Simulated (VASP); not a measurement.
# BP: single point with r2SCAN

Crystal: BP.

```xyz
2
Lattice="0.0000 2.2683 2.2683 2.2683 0.0000 2.2683 2.2683 2.2683 0.0000" Properties=species:S:1:pos:R:3 pbc="T T T"
B     0.0000    0.0000    0.0000
P     1.1342    1.1342    1.1342
```

- Program: VASP 6.6.1
- Task: single point
- Functional: r2SCAN
- Potentials or basis: VASP PAW PBE potentials, release 64 (B, P)
- Cutoff: 520 eV
- k mesh: 10 × 10 × 10
- Occupations: gaussian, width 0.01 eV
- Spin: no spin polarisation

The pressure is -0.5 GPa and the band gap on the k mesh is 1.45 eV, indirect (least direct gap 3.64 eV).

Levels at points of the mesh, in eV from the valence-band top:
| k point | band 1 | band 2 | band 3 | band 4 | band 5 | band 6 | band 7 | band 8 | band 9 |
| --- | --- | --- | --- | --- | --- | --- | --- | --- | --- |
| (0.00, 0.00, 0.00) | -16.27 | 0.00 | 0.00 | 0.00 | 3.64 | 3.64 | 3.64 | 8.02 | 12.41 |
| (0.50, 0.00, 0.00) | -12.77 | -9.51 | -1.87 | -1.87 | 4.14 | 5.03 | 5.03 | 10.92 | 15.49 |
| (0.50, 0.50, 0.00) | -11.10 | -9.13 | -4.35 | -4.35 | 1.54 | 1.91 | 13.07 | 13.07 | 16.41 |

It took 22 s on 1 thread of Intel(R) Xeon(R) Platinum 8488C (Sapphire Rapids), with other jobs on the host, peak memory 0.14 GiB.

Caveat: the PAW data sets were made with another functional, which shifts forces and pressure a little. A k mesh can miss the band edges.
